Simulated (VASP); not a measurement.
Wanted: the native input for a VASP 6.6.1 run.

- Task: single point
- Functional: LDA
- Potentials or basis: VASP PAW LDA potentials, release 64 (Be, Te)
- Cutoff: 520 eV
- k mesh: 8 × 8 × 8
- Occupations: gaussian, width 0.01 eV
- Spin: no spin polarisation
- Dipole correction: no
- Further INCAR settings: ALGO = Normal; EDIFF = 1e-06; NBANDS = 11

The structure of BeTe lies in POSCAR:

```
BeTe
1.0
    0.0000000000      2.8286236224      2.8286236224
    2.8286236224      0.0000000000      2.8286236224
    2.8286236224      2.8286236224      0.0000000000
Be Te
1 1
Direct
    0.0000000000      0.0000000000      0.0000000000
    0.2500000000      0.2500000000      0.2500000000
```

The input as run:

INCAR

```
SYSTEM = BeTe
PREC     = Accurate       ! precision mode
ENCUT    = 520            ! plane-wave cutoff, eV
EDIFF    = 1E-6           ! SCF threshold, eV
ISMEAR   = 0              ! smearing method
SIGMA    = 0.01           ! smearing width, eV
LREAL    = .False.        ! projectors in reciprocal space
LASPH    = .True.         ! aspherical terms in the spheres
NELM     = 60             ! most SCF steps
ALGO     = Normal         ! electronic algorithm
ISIF     = 2              ! what is computed and relaxed
LWAVE    = .False.        ! write WAVECAR
LCHARG   = .True.         ! write CHGCAR
GGA      = CA             ! functional
LELF     = .True.         ! ELF
LVHAR    = .True.       
NBANDS   = 11             ! bands
```

KPOINTS

```
regular mesh
0
Gamma
  8 8 8
  0 0 0
```

Potentials or basis: VASP PAW LDA potentials, release 64 (Be, Te).

Command:

```sh
$ cat potpaw_LDA.64/Be/POTCAR potpaw_LDA.64/Te/POTCAR > POTCAR
$ mpirun -np 1 vasp_std > vasp.out
```

Results of the run:

```json
{
  "Pressure": "-2.9 GPa",
  "Band gap on the k mesh": "1.90 eV, indirect (least direct gap 3.59 eV)"
}
```

Caveat: spin-orbit coupling is left out, which moves the levels of the heavy elements.

Run time: 16 s on 1 thread of Intel Xeon 8259CL (shared host), peak memory 0.15 GiB.
